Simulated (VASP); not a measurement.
# B (P6/mmm) in VASP: single point with PBEsol

Aim: the single point of B with PBEsol.

Program: VASP 6.6.1. These are calculated values, not measurements. Logs are shortened: lines on timing, memory, paths and dates and some standing lists are left out, and cuts for length are marked.

**1. The cell of the first run**

It takes space group P6/mmm (No. 191, hexagonal). The conventional cell has a = 3.042 Å, b = 3.042 Å, c = 2.703 Å, α = 90.00°, β = 90.00°, γ = 120.00°. Within 3.6 Å of B (site symmetry 6/mmm) lie 8 B at 2.70 to 3.04 Å.

This isn't the form of B at room conditions, which is rhombohedral.

**2. Single point, PBEsol**

The input, INCAR:

```
SYSTEM = B
  PREC = Accurate
  ENCUT = 500
  EDIFF = 1E-6
  ISMEAR = 1
  SIGMA = 0.1
  LREAL = .FALSE.
  LASPH = .TRUE.
  NELM = 120
  ALGO = Normal
  ISIF = 2
  LWAVE = .FALSE.
  LCHARG = .FALSE.
  GGA = PS
  NBANDS = 8
  GGA_COMPAT = .FALSE.
```

The input, KPOINTS:

```
Automatic mesh
0
G
  11 11 11
  0 0 0
```

The input, POSCAR:

```
B
1.0
    3.0421080000      0.0000000000      0.0000000000
   -1.5210540000      2.6345430000      0.0000000000
    0.0000000000      0.0000000000      2.7029720000
B
1
Direct
    0.3333333333      0.6666666667      0.5000000000
```

Potentials or basis: VASP PAW PBE potentials, release 64 (B).

On the command line:

```
cat potpaw_PBE.64/B/POTCAR > POTCAR
mpirun -np 1 vasp_std > vasp.out
```

OUTCAR:

```text
SYSTEM = B
   PREC = Accurate
   ENCUT = 500
   EDIFF = 1E-6
   ISMEAR = 1
   LREAL = .FALSE.
   LASPH = .TRUE.
   NELM = 120
   ISIF = 2
   GGA = PS

 ion  position               nearest neighbor table
   1  0.333  0.667  0.500-

  LATTYP: Found a hexagonal cell.
 ALAT       =     3.0421080000
 C/A-ratio  =     0.8885194083

  Lattice vectors:

 A1 = (   3.0421080000,   0.0000000000,   0.0000000000)
 A2 = (  -1.5210540000,   2.6345430000,   0.0000000000)
 A3 = (   0.0000000000,   0.0000000000,   2.7029720000)

Analysis of symmetry for initial positions (statically):
=====================================================================
 Subroutine PRICEL returns:
 Original cell was already a primitive cell.

 Routine SETGRP: Setting up the symmetry group for a
 hexagonal supercell.

 Subroutine GETGRP returns: Found 24 space group operations
 (whereof 12 operations were pure point group operations)
 out of a pool of 24 trial point group operations.

The static configuration has the point symmetry D_3h.
 The point group associated with its full space group is D_6h.

Analysis of symmetry for dynamics (positions and initial velocities):
=====================================================================
 Subroutine PRICEL returns:
 Original cell was already a primitive cell.

 Routine SETGRP: Setting up the symmetry group for a
 hexagonal supercell.

 Subroutine GETGRP returns: Found 24 space group operations
 (whereof 12 operations were pure point group operations)
 out of a pool of 24 trial point group operations.

The dynamic configuration has the point symmetry D_3h.
 The point group associated with its full space group is D_6h.

 Subroutine INISYM returns: Found 24 space group operations
 (whereof 12 operations are pure point group operations),
 and found     1 'primitive' translations

----------------------------------------------------------------------------------------

                                     Primitive cell

  volume of cell :      21.6631

  direct lattice vectors                    reciprocal lattice vectors
     3.042108000  0.000000000  0.000000000     0.328719427  0.189786236  0.000000000
    -1.521054000  2.634543000  0.000000000     0.000000000  0.379572472  0.000000000
     0.000000000  0.000000000  2.702972000     0.000000000  0.000000000  0.369963137

  length of vectors
     3.042108000  3.042108165  2.702972000     0.379572493  0.379572472  0.369963137

  position of ions in fractional coordinates (direct lattice)
     0.333333333  0.666666667  0.500000000

  ion indices of the primitive-cell ions
   primitive index   ion index
                 1           1

----------------------------------------------------------------------------------------

 KPOINTS: Automatic mesh

Automatic generation of k-mesh.
 Grid dimensions read from file:
 generate k-points for:   11   11   11

 Generating k-lattice:

  Cartesian coordinates                     Fractional coordinates (reciprocal lattice)
     0.029883584  0.017253294  0.000000000     0.090909091 -0.000000000  0.000000000
     0.000000000  0.034506588  0.000000000     0.000000000  0.090909091  0.000000000
     0.000000000  0.000000000  0.033633012     0.000000000  0.000000000  0.090909091

  Length of vectors
     0.034506590  0.034506588  0.033633012

  Shift w.r.t. Gamma in fractional coordinates (k-lattice)
     0.000000000  0.000000000  0.000000000

 Subroutine IBZKPT returns following result:
 ===========================================

 Found     96 irreducible k-points:

 Following reciprocal coordinates:
            Coordinates               Weight
  0.000000  0.000000  0.000000      1.000000
  0.090909  0.000000  0.000000      6.000000
  0.181818  0.000000  0.000000      6.000000
  0.272727  0.000000  0.000000      6.000000
  0.363636  0.000000  0.000000      6.000000
  0.454545  0.000000  0.000000      6.000000
[... 16 lines left out ...]
  0.090909  0.090909  0.090909     12.000000
  0.181818  0.090909  0.090909     24.000000
 [... further k-points ...]
   k-points           NKPTS =     96   k-points in BZ     NKDIM =     96   number of bands    NBANDS=      8
   number of dos      NEDOS =    301   number of ions     NIONS =      1
   total plane-waves  NPLWV =  11520
   dimension x,y,z NGX =    24 NGY =   24 NGZ =   20
   dimension x,y,z NGXF=    48 NGYF=   48 NGZF=   40
   ions per type =               1
   NGX,Y,Z   is equivalent  to a cutoff of  13.12, 13.12, 12.30 a.u.
   NGXF,Y,Z  is equivalent  to a cutoff of  26.23, 26.23, 24.60 a.u.
 SYSTEM =  B
   PREC   = accura    normal or accurate (medium, high low for compatibility)
   ISTART =      0    job   : 0-new  1-cont  2-samecut
   ICHARG =      2    charge: 1-file 2-atom 10-const
   ISPIN  =      1    spin polarized calculation?
   LNONCOLLINEAR =      F non collinear calculations
   LSORBIT =      F    spin-orbit coupling
   LASPH  =      T    aspherical Exc in radial PAW
   ENCUT  =  500.0 eV  36.75 Ry    6.06 a.u.   5.55  5.55  4.93*2*pi/ulx,y,z
   NELM   =    120;   NELMIN=  2; NELMDL= -5     # of ELM steps
   EDIFF  = 0.1E-05   stopping-criterion for ELM
   LREAL  =      F    real-space projection
   EDIFFG = 0.1E-04   stopping-criterion for IOM
   NSW    =      0    number of steps for IOM
   IBRION =     -1    ionic relax: 0-MD 1-quasi-New 2-CG
   NFREE  =      0    steps in history (QN), initial steepest desc. (CG)
   ISIF   =      2    stress and relaxation
   ISYM   =      2    0-nonsym 1-usesym 2-fastsym
   POTIM  = 0.5000    time-step for ionic-motion
   TEBEG  =    0.0;   TEEND  =   0.0 temperature during run
   PSTRESS=    0.0 pullay stress
   NELECT =       3.0000    total number of electrons
   NUPDOWN=      -1.0000    fix difference up-down
   EMIN   =  10.00;   EMAX   =-10.00  energy-range for DOS
   EFERMI =   0.00;   METHOD = LEGACY
   ISMEAR =     1;   SIGMA  =   0.10  broadening in eV -4-tet -1-fermi 0-gaus
   EFERMI_NEDOS =   21; number of points for ismear=-14 and -15
   IALGO  =     38    algorithm
   IMIX   =      4    mixing-type and parameters
     AMIX     =   0.40;   BMIX     =  1.00
     AMIX_MAG =   1.60;   BMIX_MAG =  1.00
  volume/ion in A,a.u.               =      21.66       146.19
  Fermi-wavevector in a.u.,A,eV,Ry     =   0.846983  1.600566  9.760553  0.717380
  Thomas-Fermi vector in A             =   1.962417
   LORBIT       =      0    0 simple, 1 ext, 2 COOP (PROOUT), +10 PAW based schemes
   GGA     = PS    functional components
   LHFCALC =     F    Hartree Fock is set to
   AEXX    =    0.0000 exact exchange contribution
   IVDW    =     0    specifies the selected vdW correction
   LEPSILON=     F    determine dielectric tensor
   LRPA    =     F    only Hartree local field effects (RPA)
 non-spin polarized calculation
 Methfessel and Paxton  Order N= 1 SIGMA  =   0.10
  energy-cutoff  :      500.00
  volume of cell :       21.66
 maximum number of plane-waves:       573
 NGX is ok and might be reduce to    24
   NGX = 11   NGY = 11   NGZ =  9

 number of electron       3.0000000 magnetization

 Free energy of the ion-electron system (eV)
  ---------------------------------------------------
  ext. energy  EPLUGINS =         0.00000000
  ---------------------------------------------------
  free energy    TOTEN  =        -2.72401422 eV

  energy without entropy =       -2.72409338  energy(sigma->0) =       -2.72404061

 E-fermi :  -0.5532     XC(G=0):  -8.1671

 val. band max:       -0.5877010056   @ k =   0.3636   0.2727   0.0000
 cond. band min:      -0.5475613948   @ k =   0.2727   0.1818   0.1818
 fundamental gap:      0.0401396108
 Fermi energy:        -0.5532020339

 k-point     1 :       0.0000    0.0000    0.0000
  band No.  band energies     occupation
      1      -8.6210      2.00000
      2       4.0433      0.00000
      3       4.0433      0.00000
      4       4.8328      0.00000
      5      12.2698      0.00000
      6      13.8343      0.00000
      7      15.9778      0.00000
      8      15.9778      0.00000

 k-point     2 :       0.0909    0.0000    0.0000
  band No.  band energies     occupation
      1      -8.4774      2.00000
      2       3.5060      0.00000
      3       3.8978      0.00000
      4       4.8983      0.00000
      5      12.5124      0.00000
      6      14.0495      0.00000
      7      14.5520      0.00000
      8      16.4123      0.00000

 k-point     3 :       0.1818    0.0000    0.0000
  band No.  band energies     occupation
      1      -8.0511      2.00000
      2       2.1720      0.00000
      3       3.5382      0.00000
      4       5.0798      0.00000
      5      12.3047      0.00000
      6      13.4592      0.00000
      7      15.0492      0.00000
      8      17.6141      0.00000

 k-point     4 :       0.2727    0.0000    0.0000
  band No.  band energies     occupation
      1      -7.3597      2.00000
      2       0.4964     -0.00000
      3       3.1208      0.00000
      4       5.3320      0.00000
      5      11.1628      0.00000
      6      13.9501      0.00000
      7      16.2319      0.00000
      8      19.3257      0.00000

 k-point     5 :       0.3636    0.0000    0.0000
  band No.  band energies     occupation
      1      -6.4569      2.00000
      2      -1.1827      2.00000
      3       2.7779      0.00000
      4       5.5806      0.00000
      5      10.3585      0.00000
      6      14.5713      0.00000
      7      17.1875      0.00000
      8      20.7972      0.00000

 k-point     6 :       0.4545    0.0000    0.0000
  band No.  band energies     occupation
      1      -5.5685      2.00000
      2      -2.4905      2.00000
      3       2.5888      0.00000
      4       5.7372      0.00000
      5       9.9625      0.00000
      6      15.0444      0.00000
      7      17.5609      0.00000
      8      20.2221      0.00000

 k-point     7 :       0.0909    0.0909    0.0000
  band No.  band energies     occupation
      1      -8.1924      2.00000
      2       2.6544      0.00000
      3       3.5471      0.00000
      4       5.0219      0.00000
      5      12.8584      0.00000
      6      13.3345      0.00000
      7      14.5407      0.00000
      8      17.3093      0.00000
[... 133 lines left out ...]
 k-point    20 :       0.2727    0.0000    0.0909
  band No.  band energies     occupation
      1      -7.2253      2.00000
      2       0.5995     -0.00000
      3       3.2030      0.00000
      4       4.6921      0.00000
      5      11.3111      0.00000
      6      13.7480      0.00000
      7      16.7581      0.00000
      8      19.3624      0.00000

 k-point    21 :       0.3636    0.0000    0.0909
  band No.  band energies     occupation
      1      -6.3258      2.00000
      2      -1.0660      2.00000
      3       2.8633      0.00000
      4       5.0009      0.00000
      5      10.5127      0.00000
      6      13.9753      0.00000
      7      17.7071      0.00000
      8      20.4263      0.00000

 k-point    22 :       0.4545    0.0000    0.0909
  band No.  band energies     occupation
      1      -5.4423      2.00000
      2      -2.3641      2.00000
      3       2.6759      0.00000
      4       5.1998      0.00000
      5      10.1185      0.00000
      6      14.0697      0.00000
      7      18.0930      0.00000
      8      20.2447      0.00000

 k-point    23 :       0.0909    0.0909    0.0909
  band No.  band energies     occupation
      1      -8.0555      2.00000
      2       2.7308      0.00000
      3       3.6259      0.00000
      4       4.3181      0.00000
      5      12.8699      0.00000
      6      13.4820      0.00000
      7      15.1746      0.00000
      8      17.4478      0.00000

 k-point    24 :       0.1818    0.0909    0.0909
  band No.  band energies     occupation
      1      -7.4974      2.00000
      2       1.3766     -0.00000
      3       3.0559      0.00000
      4       4.5809      0.00000
      5      12.2444      0.00000
      6      13.4261      0.00000
      7      15.9805      0.00000
      8      18.8181      0.00000

 [... further k-points ...]

------------------------ aborting loop because EDIFF is reached ----------------------------------------

  FORCE on cell =-STRESS in cart. coord.  units (eV):
  Direction    XX          YY          ZZ          XY          YZ          ZX
  --------------------------------------------------------------------------------------
  -------------------------------------------------------------------------------------
  Total       -2.3283439     -2.3283442     -3.3294413      0.0000000      0.0000000     -0.0000000
  in kB     -172.2012278   -172.2012528   -246.2410652      0.0000000      0.0000000     -0.0000000
  external PRESSURE =    -196.8811819 kB  Pullay stress =       0.0000000 kB

 VOLUME and BASIS-vectors are now :
 -----------------------------------------------------------------------------
  energy-cutoff  :      500.00
  volume of cell :       21.66
      direct lattice vectors                 reciprocal lattice vectors
     3.042108000  0.000000000  0.000000000     0.328719427  0.189786236  0.000000000
    -1.521054000  2.634543000  0.000000000     0.000000000  0.379572472  0.000000000
     0.000000000  0.000000000  2.702972000     0.000000000  0.000000000  0.369963137

 POSITION                                       TOTAL-FORCE (eV/Angst)
 -----------------------------------------------------------------------------------
     -0.00000      1.75636      1.35149         0.000000      0.000000      0.000000
 -----------------------------------------------------------------------------------
    total drift:                                0.000000     -0.000000     -0.000000

  FREE ENERGIE OF THE ION-ELECTRON SYSTEM (eV)
  ---------------------------------------------------
  free  energy   TOTEN  =        -2.7240142233 eV

  energy  without entropy=       -2.7240933847  energy(sigma->0) =       -2.72404061
```

Wall time 16 s (1 thread of AMD EPYC 7R43 (Zen 3), shared host); peak memory 0.09 GiB.

Results:

* Free energy: -2.7240 eV
* Pressure: -19.7 GPa
* Band gap on the k mesh: zero (an odd number of electrons rules out a gap without spin polarisation)

Levels at points of the mesh, in eV from the Fermi level:
```csv
k point,band 1,band 2,band 3,band 4,band 5,band 6
"(0.00, 0.00, 0.00)",-8.07,4.60,4.60,5.39,12.82,14.39
```

Caveat: the cell stands under tension; the PAW data sets were made with another functional, which shifts forces and pressure a little.
